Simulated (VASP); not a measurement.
Li: single point with LDA

Li:

```
Li
1.0
     1.55050    0.89518    7.74007
    -1.55050    0.89518    7.74007
     0.00000   -1.79036    7.74007
Li
3
Direct
  0.00000 0.00000 0.00000
  0.22200 0.22200 0.22200
  0.77800 0.77800 0.77800
```

This cell differs from its parent crystal: zz strain of +2 %.

```yaml
Program: VASP 6.6.1
Task: single point
Functional: LDA
Potentials_or_basis: VASP PAW LDA potentials, release 64 (Li_sv)
Cutoff: 520 eV
k_mesh: 12 × 12 × 12
Occupations: fermi-dirac, width 0.08 eV
Spin: no spin polarisation
```

```json
{
  "Largest force": "0.008 eV/Å"
}
```

Forces on the atoms (eV/Å):
```
Li   0.000  0.000  0.000
Li   0.000  0.000  0.008
Li   0.000  0.000 -0.008
```

Levels at points of the mesh, in eV from the Fermi level:
| k point | band 3 | band 4 | band 5 | band 6 | band 7 | band 8 |
| --- | --- | --- | --- | --- | --- | --- |
| (0.00, 0.00, 0.00) | -45.70 | -3.41 | -1.57 | -1.57 | 5.21 | 5.24 |
| (0.50, 0.00, 0.00) | -45.69 | 0.01 | 0.84 | 1.03 | 3.62 | 3.71 |
| (0.50, 0.50, 0.00) | -45.69 | 0.28 | 0.36 | 1.15 | 3.14 | 4.23 |
| (0.50, 0.50, 0.50) | -45.70 | -2.94 | -2.94 | -0.08 | 2.64 | 9.69 |

Run time: 4.5 min on 1 thread of Intel(R) Xeon(R) 6975P-C (Granite Rapids), on a shared host, peak memory 0.38 GiB.

Caveat: the cell differs from its parent crystal (zz strain of +2 %).
